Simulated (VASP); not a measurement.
# Si32C (a cell with a defect) in VASP: single point with PBE

Aim: the single point of Si32C (a cell with a defect) with PBE.

Program: VASP 6.6.1. These are calculated values, not measurements. Logs are shortened: lines on timing, memory, paths and dates and some standing lists are left out, and cuts for length are marked.

## 1. The cell of the first run

The cell holds a defect, 33 atoms: a = 9.474 Å, b = 9.474 Å, c = 9.474 Å, α = 109.47°, β = 109.47°, γ = 109.47°.

## 2. Single point, PBE

File INCAR:

```
SYSTEM = Si32C
PREC = Accurate
ENCUT = 520
EDIFF = 1E-6
ISMEAR = 0
SIGMA = 0.02
LREAL = Auto
LASPH = .TRUE.
NELM = 100
ALGO = Normal
ISIF = 2
LWAVE = .FALSE.
LCHARG = .FALSE.
GGA = PE
NBANDS = 88
```

File KPOINTS:

```
Automatic mesh
0
Gamma
  2 2 2
  0.5 0.5 0.5
```

File POSCAR:

```
Si32C
1.0
   -5.4696767048      5.4696767048     -5.4696767048
    5.4696767048      5.4696767048      5.4696767048
    5.4696767048     -5.4696767048     -5.4696767048
Si C
32 1
Direct
    0.2509962790      0.7443886942      0.7589218201
   -0.0016228564      0.0082311995      0.7487774362
    0.4952464554      0.7497536365      0.4967410592
    0.7535587060      0.2592914676      0.7491016784
    0.2479132814      0.0013170797      0.5478134562
    0.5056946049      0.5077694990      0.7492338617
   -0.0044730249      0.2527942828      0.4940204231
    0.7420321564      0.7560093079      0.2458500881
    0.4776096726      0.0152267683      0.2242101437
    0.7496371763      0.5055810698      0.4978963378
    0.0236152897      0.7858654601     -0.0004654754
    0.2519541052      0.2207094798      0.2364289646
    0.0036521354      0.5035784835      0.2500057268
    0.7534547693      0.0063058572     -0.0008283853
    0.5025342718      0.2602496595     -0.0003001091
    0.2490941556      0.5043143588      0.0045163547
    0.2505934215      0.4961977913      0.7542093843
    0.0009586490      0.7564638137      0.7385268304
    0.4937530399      0.4914679871      0.4895849690
    0.7482497999      0.0042376362      0.7485319921
    0.2490732220      0.7431327699      0.5152054046
    0.5075316421      0.2612881121      0.7547715748
   -0.0105837151      0.0029617838      0.4972457509
    0.7515802527      0.5072865637      0.2505185542
    0.4854224744      0.7676901628      0.2484739178
    0.7388945852      0.2513039754      0.4904598836
    0.0090274988      0.5253134061      0.0076114188
    0.2505310778     -0.1269534814      0.2965295003
    0.0090866431      0.2485367186      0.2468294879
    0.7620028980      0.7623805254      0.0036946425
    0.5021283978      0.0066302822     -0.0134273932
    0.2507396824      0.2544829567      0.0007628422
    0.2521921449      0.0035586198      0.1844105336
```

Potentials or basis: VASP PAW PBE potentials, release 64 (Si, C).

Launch:

```
> cat potpaw_PBE.64/Si/POTCAR potpaw_PBE.64/C/POTCAR > POTCAR
> mpirun -np 1 vasp_std > vasp.out
```

OUTCAR:

```text
SYSTEM = Si32C
   PREC = Accurate
   ENCUT = 520
   EDIFF = 1E-6
   ISMEAR = 0
   LREAL = Auto
   LASPH = .TRUE.
   NELM = 100
   ISIF = 2
   GGA = PE

 ion  position               nearest neighbor table
   1  0.251  0.744  0.759-  21 2.30  17 2.34  31 2.36  18 2.36
   2  0.998  0.008  0.749-  23 2.34  20 2.36  18 2.36  32 2.37
   3  0.495  0.750  0.497-  21 2.38  25 2.39  20 2.40  19 2.42
   4  0.754  0.259  0.749-  22 2.36  26 2.38  20 2.40  27 2.46
   5  0.248  0.001  0.548-  28 2.30  23 2.34  22 2.34  21 2.37
   6  0.506  0.508  0.749-  22 2.36  19 2.37  17 2.40  30 2.42
   7  0.996  0.253  0.494-  23 2.36  29 2.38  17 2.40  26 2.42
   8  0.742  0.756  0.246-  23 2.36  30 2.38  24 2.40  25 2.48
   9  0.478  0.015  0.224-  33 2.00  31 2.32  26 2.42  25 2.45  28 2.56
  10  0.750  0.506  0.498-  18 2.35  26 2.35  24 2.36  19 2.36
  11  0.024  0.786  1.000-  33 2.02  18 2.32  30 2.43  27 2.45  28 2.54
  12  0.252  0.221  0.236-  33 1.95  32 2.36  19 2.43  29 2.43
  13  0.004  0.504  0.250-  21 2.38  27 2.39  24 2.40  29 2.42
  14  0.753  0.006  0.999-  31 2.35  20 2.35  30 2.35  29 2.36
  15  0.503  0.260  1.000-  22 2.34  24 2.36  31 2.36  32 2.37
  16  0.249  0.504  0.005-  17 2.35  27 2.36  25 2.36  32 2.36
  17  0.251  0.496  0.754-   1 2.34  16 2.35   7 2.40   6 2.40
  18  0.001  0.756  0.739-  11 2.32  10 2.35   1 2.36   2 2.36
  19  0.494  0.491  0.490-  10 2.36   6 2.37   3 2.42  12 2.43
  20  0.748  0.004  0.749-  14 2.35   2 2.36   3 2.40   4 2.40
  21  0.249  0.743  0.515-   1 2.30   5 2.37  13 2.38   3 2.38  28 2.74
  22  0.508  0.261  0.755-  15 2.34   5 2.34   4 2.36   6 2.36
  23  0.989  0.003  0.497-   2 2.34   5 2.34   8 2.36   7 2.36
  24  0.752  0.507  0.251-  10 2.36  15 2.36  13 2.40   8 2.40
  25  0.485  0.768  0.248-  16 2.36   3 2.39   9 2.45   8 2.48  28 2.83
  26  0.739  0.251  0.490-  10 2.35   4 2.38   7 2.42   9 2.42
  27  0.009  0.525  0.008-  16 2.36  13 2.39  11 2.45   4 2.46  28 2.89
  28  0.251  0.873  0.297-  33 1.88   5 2.30  11 2.54   9 2.56  21 2.74  25 2.83  27 2.89
  29  0.009  0.249  0.247-  14 2.36   7 2.38  13 2.42  12 2.43
  30  0.762  0.762  0.004-  14 2.35   8 2.38   6 2.42  11 2.43
  31  0.502  0.007  0.987-   9 2.32  14 2.35   1 2.36  15 2.36
  32  0.251  0.254  0.001-  12 2.36  16 2.36   2 2.37  15 2.37
  33  0.252  0.004  0.184-  28 1.88  12 1.95   9 2.00  11 2.02

  LATTYP: Found a body centered cubic cell.
 ALAT       =    10.9393534096

  Lattice vectors:

 A1 = (  -5.4696767048,   5.4696767048,  -5.4696767048)
 A2 = (   5.4696767048,   5.4696767048,   5.4696767048)
 A3 = (   5.4696767048,  -5.4696767048,  -5.4696767048)

Analysis of symmetry for initial positions (statically):
=====================================================================
 Subroutine PRICEL returns:
 Original cell was already a primitive cell.

[... 172 lines left out ...]
   PSTRESS=    0.0 pullay stress
   NELECT =     132.0000    total number of electrons
   NUPDOWN=      -1.0000    fix difference up-down
   EMIN   =  10.00;   EMAX   =-10.00  energy-range for DOS
   EFERMI =   0.00;   METHOD = LEGACY
   ISMEAR =     0;   SIGMA  =   0.02  broadening in eV -4-tet -1-fermi 0-gaus
   EFERMI_NEDOS =   21; number of points for ismear=-14 and -15
   IALGO  =     38    algorithm
   IMIX   =      4    mixing-type and parameters
     AMIX     =   0.40;   BMIX     =  1.00
     AMIX_MAG =   1.60;   BMIX_MAG =  1.00
  volume/ion in A,a.u.               =      19.83       133.85
  Fermi-wavevector in a.u.,A,eV,Ry     =   0.960029  1.814192 12.539895  0.921656
  Thomas-Fermi vector in A             =   2.089278
   LORBIT       =      0    0 simple, 1 ext, 2 COOP (PROOUT), +10 PAW based schemes
   GGA     = PE    functional components
   LHFCALC =     F    Hartree Fock is set to
   AEXX    =    0.0000 exact exchange contribution
   IVDW    =     0    specifies the selected vdW correction
   LEPSILON=     F    determine dielectric tensor
   LRPA    =     F    only Hartree local field effects (RPA)
 non-spin polarized calculation
 Gauss-broadening in eV      SIGMA  =   0.02
  energy-cutoff  :      520.00
  volume of cell :      654.55
 maximum number of plane-waves:     17628
 NGX is ok and might be reduce to    70
   NGX = 35   NGY = 35   NGZ = 35

 number of electron     132.0000000 magnetization

 Free energy of the ion-electron system (eV)
  ---------------------------------------------------
  ext. energy  EPLUGINS =         0.00000000
  ---------------------------------------------------
  free energy    TOTEN  =      -178.74052978 eV

  energy without entropy =     -178.74052978  energy(sigma->0) =     -178.74052978

 E-fermi :   5.8716     XC(G=0):  -9.4117

 val. band max:        5.7784781844   @ k =  -0.2500   0.2500   0.2500
 cond. band min:       6.1502668521   @ k =   0.2500   0.2500   0.2500
 fundamental gap:      0.3717886677
 Fermi energy:         5.8715684688

 k-point     1 :       0.2500    0.2500    0.2500
  band No.  band energies     occupation
      1      -7.6018      2.00000
      2      -5.4808      2.00000
      3      -5.3014      2.00000
      4      -5.2949      2.00000
      5      -4.7194      2.00000
      6      -3.8813      2.00000
[... 313 lines left out ...]
     77       8.0167      0.00000
     78       8.0695      0.00000
 [bands above 78 left out]

------------------------ aborting loop because EDIFF is reached ----------------------------------------

  FORCE on cell =-STRESS in cart. coord.  units (eV):
  Direction    XX          YY          ZZ          XY          YZ          ZX
  --------------------------------------------------------------------------------------
  -------------------------------------------------------------------------------------
  Total       -3.1709509     -0.9930075     -1.2751351     -7.2919778      7.5729858     -7.2549100
  in kB       -7.7616694     -2.4306260     -3.1212016    -17.8488794     18.5367145    -17.7581471
  external PRESSURE =      -4.4378323 kB  Pullay stress =       0.0000000 kB

 VOLUME and BASIS-vectors are now :
 -----------------------------------------------------------------------------
  energy-cutoff  :      520.00
  volume of cell :      654.55
      direct lattice vectors                 reciprocal lattice vectors
    -5.469676705  5.469676705 -5.469676705     0.000000000  0.091413081 -0.091413081
     5.469676705  5.469676705  5.469676705     0.091413081  0.091413081  0.000000000
     5.469676705 -5.469676705 -5.469676705     0.091413081  0.000000000 -0.091413081

 POSITION                                       TOTAL-FORCE (eV/Angst)
 -----------------------------------------------------------------------------------
      6.84975      1.29338     -1.45236        -0.004064     -0.005493      0.012159
     -1.32021      1.41025     -9.51135        -0.008636      0.001054      0.005001
      4.10908      4.09274     -1.32494        -0.007511      0.005587     -0.002103
      1.39386      1.44262     -6.80083         0.014927      0.011846     -0.009991
      1.64756     -1.63315     -4.34516         0.006772      0.023274     -0.011132
      4.10942      1.44525     -4.08672        -0.004344     -0.003158     -0.002881
[... 25 lines left out ...]
      0.02465      2.75923      0.01630        -0.001873      0.001540      0.005321
     -0.35128      0.39021     -2.36861         0.010495     -0.012671      0.026161
 -----------------------------------------------------------------------------------
    total drift:                                0.009003      0.002618      0.002774

  FREE ENERGIE OF THE ION-ELECTRON SYSTEM (eV)
  ---------------------------------------------------
  free  energy   TOTEN  =      -178.7405297801 eV

  energy  without entropy=     -178.7405297801  energy(sigma->0) =     -178.74052978
```

OSZICAR:

```text
N       E                     dE             d eps       ncg     rms          rms(c)
DAV:   1     0.344310219057E+03    0.34431E+03   -0.50665E+04   704   0.124E+03
DAV:   2    -0.146137675556E+03   -0.49045E+03   -0.46511E+03   840   0.182E+02
DAV:   3    -0.182121967915E+03   -0.35984E+02   -0.35343E+02   880   0.441E+01
DAV:   4    -0.183184227942E+03   -0.10623E+01   -0.10554E+01   856   0.909E+00
DAV:   5    -0.183218526440E+03   -0.34298E-01   -0.34237E-01   848   0.161E+00    0.202E+01
DAV:   6    -0.179225127945E+03    0.39934E+01   -0.70174E+00  1208   0.846E+00    0.121E+01
DAV:   7    -0.178890861680E+03    0.33427E+00   -0.73726E+00   776   0.614E+00    0.439E+00
DAV:   8    -0.178745355961E+03    0.14551E+00   -0.13340E+00  1104   0.321E+00    0.157E+00
DAV:   9    -0.178728383267E+03    0.16973E-01   -0.49847E-01  1000   0.208E+00    0.479E-01
DAV:  10    -0.178739605490E+03   -0.11222E-01   -0.10183E-01   808   0.740E-01    0.445E-01
DAV:  11    -0.178740030425E+03   -0.42493E-03   -0.24419E-02  1032   0.416E-01    0.192E-01
DAV:  12    -0.178740339440E+03   -0.30901E-03   -0.61519E-03   800   0.227E-01    0.100E-01
DAV:  13    -0.178740508014E+03   -0.16857E-03   -0.11748E-03   848   0.796E-02    0.390E-02
DAV:  14    -0.178740535408E+03   -0.27394E-04   -0.66067E-05   808   0.242E-02    0.209E-02
DAV:  15    -0.178740528207E+03    0.72007E-05   -0.46541E-05  1128   0.175E-02    0.691E-03
DAV:  16    -0.178740530074E+03   -0.18670E-05   -0.15825E-05   768   0.105E-02    0.728E-03
DAV:  17    -0.178740529780E+03    0.29393E-06   -0.42568E-07   448   0.198E-03
   1 F= -.17874053E+03 E0= -.17874053E+03  d E =-.110058E-11
```

stdout:

```text
POSCAR found type information on POSCAR SiC
 POSCAR found :  2 types and      33 ions
 scaLAPACK will be used
 LDA part: xc-table for (Slater+PW92), standard interpolation
 POSCAR, INCAR and KPOINTS ok, starting setup
 FFT: planning ... GRIDC
 FFT: planning ... GRID_SOFT
 FFT: planning ... GRID
 WAVECAR not read
 entering main loop
```

Run time: 8.4 min. Hardware: 1 thread of Intel Xeon 6975P-C, shared host; peak memory 0.73 GiB.

What came out:

```
Free energy            : -178.7405 eV
Pressure               : -0.4 GPa
Largest force          : 0.037 eV/Å
Band gap on the k mesh : 0.37 eV
```

Forces on the atoms (eV/Å):
```
Si  -0.004 -0.005  0.012
Si  -0.009  0.001  0.005
Si  -0.008  0.006 -0.002
Si   0.015  0.012 -0.010
Si   0.007  0.023 -0.011
Si  -0.004 -0.003 -0.003
Si  -0.002 -0.003  0.000
Si  -0.019  0.016 -0.017
Si  -0.011 -0.025 -0.018
Si  -0.007 -0.006  0.006
Si  -0.006  0.004  0.032
Si   0.009 -0.016  0.027
Si  -0.001  0.004  0.000
Si   0.008 -0.007  0.010
Si   0.002 -0.004 -0.002
Si   0.001  0.006 -0.003
Si   0.003  0.001  0.001
Si  -0.006 -0.001  0.016
Si  -0.008 -0.013  0.003
Si   0.007  0.002 -0.001
Si  -0.002  0.009 -0.005
Si   0.009 -0.001 -0.011
Si  -0.010  0.012 -0.005
Si   0.001 -0.005 -0.007
Si  -0.025  0.002 -0.027
Si   0.005 -0.003 -0.005
Si   0.022  0.025 -0.007
Si   0.011  0.007 -0.025
Si   0.005 -0.012  0.011
Si  -0.001  0.009  0.005
Si   0.011 -0.023  0.000
Si  -0.002  0.002  0.005
C    0.010 -0.013  0.026
```

Levels at points of the mesh, in eV from the valence-band top:
| k point | band 62 | band 63 | band 64 | band 65 | band 66 | band 67 | band 68 | band 69 | band 70 | band 71 |
| --- | --- | --- | --- | --- | --- | --- | --- | --- | --- | --- |
| (0.25, 0.25, 0.25) | -0.81 | -0.75 | -0.72 | -0.70 | -0.26 | 0.37 | 1.00 | 1.22 | 1.29 | 1.32 |
